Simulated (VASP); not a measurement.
# Rh2Au (P1) in VASP: single point with PBE

Aim: the single point of Rh2Au with PBE.

Everything below comes from runs of VASP 6.6.1. Logs are shortened: lines on timing, memory, paths and dates and some standing lists are left out, and cuts for length are marked.

### Step 1. The cell of the first run

The typed cell holds 3 atoms: a = 3.795 Å, b = 3.707 Å, c = 5.985 Å, α = 90.79°, β = 87.02°, γ = 122.99°.

### Step 2. Single point, PBE

File INCAR:

```
PREC = Accurate
ENCUT = 620
EDIFF = 1E-6
ISMEAR = -1
SIGMA = 0.15
LREAL = False
LASPH = True
NELM = 120
ALGO = Normal
ISIF = 2
LWAVE = False
LCHARG = True
GGA = PE
LELF = True
LVHAR = True
NBANDS = 34
GGA_COMPAT = False
```

File KPOINTS:

```
Automatic mesh
0
Gamma
  3 3 1
```

File POSCAR:

```
Rh2Au
1.0
    3.7935070000     -0.0719760000      0.0971770000
   -1.9590860000      3.1466690000     -0.0236120000
    0.1586890000      0.0470970000      5.9825820000
Au Rh
1 2
Direct
    0.6351820000      0.2808840000      0.8442650000
    0.9943760000      0.9808440000      1.0946060000
    1.3160870000      0.6721490000      1.5999010000
```

Potentials or basis: VASP PAW PBE potentials, release 64 (Au_sv_GW, Rh_sv_GW).

Command:

```bash
> cat potpaw_PBE.64/Au_sv_GW/POTCAR potpaw_PBE.64/Rh_sv_GW/POTCAR > POTCAR
> mpirun -np 1 vasp_std > vasp.out
```

OUTCAR:

```text
PREC = Accurate
   ENCUT = 620
   EDIFF = 1E-6
   ISMEAR = -1
   LREAL = False
   LASPH = True
   NELM = 120
   ISIF = 2
   GGA = PE

 ion  position               nearest neighbor table
   1  0.635  0.281  0.844-   3 2.41   2 2.47   3 2.55   2 2.66   2 2.69   3 2.80
   2  0.994  0.981  0.095-   1 2.47   1 2.66   1 2.69
   3  0.316  0.672  0.600-   1 2.41   1 2.55   1 2.80

  LATTYP: Found a triclinic cell.
 ALAT       =     3.7954340032
 B/A-ratio  =     0.9766377855
 C/A-ratio  =     1.5768609243
 COS(alpha) =     0.0137008878
 COS(beta)  =     0.0519461913
 COS(gamma) =     0.5445096255

  Lattice vectors:

 A1 = (  -3.7935070000,   0.0719760000,  -0.0971770000)
 A2 = (  -1.9590860000,   3.1466690000,  -0.0236120000)
 A3 = (  -0.1586890000,  -0.0470970000,  -5.9825820000)

Analysis of symmetry for initial positions (statically):
=====================================================================
 Subroutine PRICEL returns:
 Original cell was already a primitive cell.

 Routine SETGRP: Setting up the symmetry group for a
 triclinic supercell.

 Subroutine GETGRP returns: Found  1 space group operations
 (whereof  1 operations were pure point group operations)
 out of a pool of  2 trial point group operations.

The static configuration has the point symmetry C_1 .

Analysis of symmetry for dynamics (positions and initial velocities):
=====================================================================
 Subroutine PRICEL returns:
 Original cell was already a primitive cell.

 Routine SETGRP: Setting up the symmetry group for a
 triclinic supercell.

 Subroutine GETGRP returns: Found  1 space group operations
 (whereof  1 operations were pure point group operations)
 out of a pool of  2 trial point group operations.

The dynamic configuration has the point symmetry C_1 .

 Subroutine INISYM returns: Found  1 space group operations
 (whereof  1 operations are pure point group operations),
 and found     1 'primitive' translations

----------------------------------------------------------------------------------------

                                     Primitive cell

  volume of cell :      70.5170

  direct lattice vectors                    reciprocal lattice vectors
     3.793507000 -0.071976000  0.097177000     0.266975742  0.166153588 -0.008389597
    -1.959086000  3.146669000 -0.023612000     0.006171268  0.321618320 -0.002695587
     0.158689000  0.047097000  5.982582000    -0.004312216 -0.001429526  0.167277545

  length of vectors
     3.795434003  3.706764260  5.984871570     0.314568668  0.321688816  0.167339223

  position of ions in fractional coordinates (direct lattice)
     0.635182000  0.280884000  0.844265000
     0.994376000  0.980844000  0.094606000
     0.316087000  0.672149000  0.599901000

  ion indices of the primitive-cell ions
   primitive index   ion index
                 1           1
                 2           2
                 3           3

----------------------------------------------------------------------------------------

 KPOINTS: Automatic mesh

Automatic generation of k-mesh.
 Grid dimensions read from file:
 generate k-points for:    3    3    1

 Generating k-lattice:

  Cartesian coordinates                     Fractional coordinates (reciprocal lattice)
     0.088991914  0.055384529 -0.002796532     0.333333333 -0.000000000  0.000000000
     0.002057089  0.107206107 -0.000898529     0.000000000  0.333333333 -0.000000000
    -0.004312216 -0.001429526  0.167277545     0.000000000  0.000000000  1.000000000

  Length of vectors
     0.104856223  0.107229605  0.167339223

  Shift w.r.t. Gamma in fractional coordinates (k-lattice)
     0.000000000  0.000000000  0.000000000

 Subroutine IBZKPT returns following result:
 ===========================================

 Found      5 irreducible k-points:

 Following reciprocal coordinates:
            Coordinates               Weight
  0.000000  0.000000  0.000000      1.000000
  0.333333 -0.000000  0.000000      2.000000
  0.000000  0.333333  0.000000      2.000000
  0.333333  0.333333  0.000000      2.000000
 -0.333333  0.333333 -0.000000      2.000000
   k-points           NKPTS =      5   k-points in BZ     NKDIM =      5   number of bands    NBANDS=     34
   number of dos      NEDOS =    301   number of ions     NIONS =      3
   total plane-waves  NPLWV =  48000
   dimension x,y,z NGX =    32 NGY =   30 NGZ =   50
   dimension x,y,z NGXF=    64 NGYF=   60 NGZF=  100
   ions per type =               1   2
   NGX,Y,Z   is equivalent  to a cutoff of  14.02, 13.45, 13.89 a.u.
   NGXF,Y,Z  is equivalent  to a cutoff of  28.03, 26.91, 27.78 a.u.
 SYSTEM =  unknown system
   PREC   = accura    normal or accurate (medium, high low for compatibility)
   ISTART =      0    job   : 0-new  1-cont  2-samecut
   ICHARG =      2    charge: 1-file 2-atom 10-const
   ISPIN  =      1    spin polarized calculation?
   LNONCOLLINEAR =      F non collinear calculations
   LSORBIT =      F    spin-orbit coupling
   LASPH  =      T    aspherical Exc in radial PAW
   ENCUT  =  620.0 eV  45.57 Ry    6.75 a.u.   7.71  7.53 12.15*2*pi/ulx,y,z
   NELM   =    120;   NELMIN=  2; NELMDL= -5     # of ELM steps
   EDIFF  = 0.1E-05   stopping-criterion for ELM
   LREAL  =      F    real-space projection
   EDIFFG = 0.1E-04   stopping-criterion for IOM
   NSW    =      0    number of steps for IOM
   IBRION =     -1    ionic relax: 0-MD 1-quasi-New 2-CG
   NFREE  =      0    steps in history (QN), initial steepest desc. (CG)
   ISIF   =      2    stress and relaxation
   ISYM   =      2    0-nonsym 1-usesym 2-fastsym
   POTIM  = 0.5000    time-step for ionic-motion
   TEBEG  =    0.0;   TEEND  =   0.0 temperature during run
   PSTRESS=    0.0 pullay stress
   NELECT =      53.0000    total number of electrons
   NUPDOWN=      -1.0000    fix difference up-down
   EMIN   =  10.00;   EMAX   =-10.00  energy-range for DOS
   EFERMI =   0.00;   METHOD = LEGACY
   ISMEAR =    -1;   SIGMA  =   0.15  broadening in eV -4-tet -1-fermi 0-gaus
   EFERMI_NEDOS =   21; number of points for ismear=-14 and -15
   IALGO  =     38    algorithm
   IMIX   =      4    mixing-type and parameters
     AMIX     =   0.40;   BMIX     =  1.00
     AMIX_MAG =   1.60;   BMIX_MAG =  1.00
  volume/ion in A,a.u.               =      23.51       158.62
  Fermi-wavevector in a.u.,A,eV,Ry     =   1.488455  2.812771 30.143669  2.215497
  Thomas-Fermi vector in A             =   2.601487
   LORBIT       =      0    0 simple, 1 ext, 2 COOP (PROOUT), +10 PAW based schemes
   GGA     = PE    functional components
   LHFCALC =     F    Hartree Fock is set to
   AEXX    =    0.0000 exact exchange contribution
   IVDW    =     0    specifies the selected vdW correction
   LEPSILON=     F    determine dielectric tensor
   LRPA    =     F    only Hartree local field effects (RPA)
 non-spin polarized calculation
  energy-cutoff  :      620.00
  volume of cell :       70.52
 maximum number of plane-waves:      2485
   NGX = 15   NGY = 15   NGZ = 25

 number of electron      53.0000005 magnetization

 Free energy of the ion-electron system (eV)
  ---------------------------------------------------
  ext. energy  EPLUGINS =         0.00000000
  ---------------------------------------------------
  free energy    TOTEN  =       -11.14074418 eV

  energy without entropy =      -10.74173410  energy(sigma->0) =      -10.94123914

 E-fermi :   4.3730     XC(G=0): -10.7025

 val. band max:        4.3439020200   @ k =   0.0000   0.0000   0.0000
 cond. band min:       4.6019762878   @ k =   0.0000   0.0000   0.0000
 fundamental gap:      0.2580742678
 Fermi energy:         4.3729759866

 k-point     1 :       0.0000    0.0000    0.0000
  band No.  band energies     occupation
      1    -101.6813      2.00000
      2     -73.0084      2.00000
      3     -72.9614      2.00000
      4     -53.0400      2.00000
      5     -52.9767      2.00000
      6     -52.8409      2.00000
[... 26 lines left out ...]
     33      16.1786      0.00000
     34      16.5977      0.00000

 k-point     2 :       0.3333   -0.0000    0.0000
  band No.  band energies     occupation
      1    -101.6812      2.00000
      2     -73.0078      2.00000
      3     -72.9608      2.00000
      4     -53.0416      2.00000
      5     -52.9822      2.00000
      6     -52.8419      2.00000
[... 26 lines left out ...]
     33      12.3424      0.00000
     34      13.9926      0.00000

 k-point     3 :       0.0000    0.3333    0.0000
  band No.  band energies     occupation
      1    -101.6812      2.00000
      2     -73.0077      2.00000
      3     -72.9607      2.00000
      4     -53.0419      2.00000
      5     -52.9817      2.00000
      6     -52.8428      2.00000
[... 26 lines left out ...]
     33      13.2444      0.00000
     34      13.5787      0.00000

 k-point     4 :       0.3333    0.3333    0.0000
  band No.  band energies     occupation
      1    -101.6812      2.00000
      2     -73.0076      2.00000
      3     -72.9606      2.00000
      4     -53.0422      2.00000
      5     -52.9825      2.00000
      6     -52.8441      2.00000
[... 26 lines left out ...]
     33      11.1222      0.00000
     34      11.8835      0.00000

 k-point     5 :      -0.3333    0.3333   -0.0000
  band No.  band energies     occupation
      1    -101.6812      2.00000
      2     -73.0080      2.00000
      3     -72.9610      2.00000
      4     -53.0408      2.00000
      5     -52.9777      2.00000
      6     -52.8445      2.00000
[... 26 lines left out ...]
     33      12.4130      0.00000
     34      12.7664      0.00000

------------------------ aborting loop because EDIFF is reached ----------------------------------------

  FORCE on cell =-STRESS in cart. coord.  units (eV):
  Direction    XX          YY          ZZ          XY          YZ          ZX
  --------------------------------------------------------------------------------------
  -------------------------------------------------------------------------------------
  Total       -3.6656384     -1.4483852     -1.8507486      2.0407017      1.6016164     -2.7324525
  in kB      -83.2849695    -32.9079692    -42.0498499     46.3656687     36.3894510    -62.0825608
  external PRESSURE =     -52.7475962 kB  Pullay stress =       0.0000000 kB

 VOLUME and BASIS-vectors are now :
 -----------------------------------------------------------------------------
  energy-cutoff  :      620.00
  volume of cell :       70.52
      direct lattice vectors                 reciprocal lattice vectors
     3.793507000 -0.071976000  0.097177000     0.266975742  0.166153588 -0.008389597
    -1.959086000  3.146669000 -0.023612000     0.006171268  0.321618320 -0.002695587
     0.158689000  0.047097000  5.982582000    -0.004312216 -0.001429526  0.167277545

 POSITION                                       TOTAL-FORCE (eV/Angst)
 -----------------------------------------------------------------------------------
      1.99327      0.87789      5.10598         0.274871      1.780967      0.727510
      1.86563      3.01928      0.63946        -1.019078     -0.406223      0.761605
     -0.02252      2.12053      3.60380         0.744207     -1.374744     -1.489115
 -----------------------------------------------------------------------------------
    total drift:                               -0.000835      0.000518     -0.002262

  FREE ENERGIE OF THE ION-ELECTRON SYSTEM (eV)
  ---------------------------------------------------
  free  energy   TOTEN  =       -11.1407441823 eV

  energy  without entropy=      -10.7417341036  energy(sigma->0) =      -10.94123914
```

It took 28 s on 1 thread of Intel Xeon Platinum 8488C (Sapphire Rapids), shared host; peak memory 0.21 GiB.

What came out:

| Item | Value |
| --- | --- |
| Free energy | -11.1407 eV |
| Pressure | -5.3 GPa |
| Largest force | 2.159 eV/Å |
| Band gap on the k mesh | zero (an odd number of electrons rules out a gap without spin polarisation) |

Forces on the atoms (eV/Å):
```
Au   0.275  1.781  0.728
Rh  -1.019 -0.406  0.762
Rh   0.744 -1.375 -1.489
```

Stress tensor (GPa, compression positive):
```
-8.33  4.64 -6.21
 4.64 -3.29  3.64
-6.21  3.64 -4.20
```

Caveat: the k points lie up to 1.05 Å⁻¹ apart, too coarse for converged energies and pressures of a metal; spin-orbit coupling is left out, which moves the levels of the heavy elements; forces of over 1 eV/Å act on the atoms, so gaps and moduli don't describe the material at rest.

The gap in the log of VASP goes by the Fermi energy; the results here count the filled bands.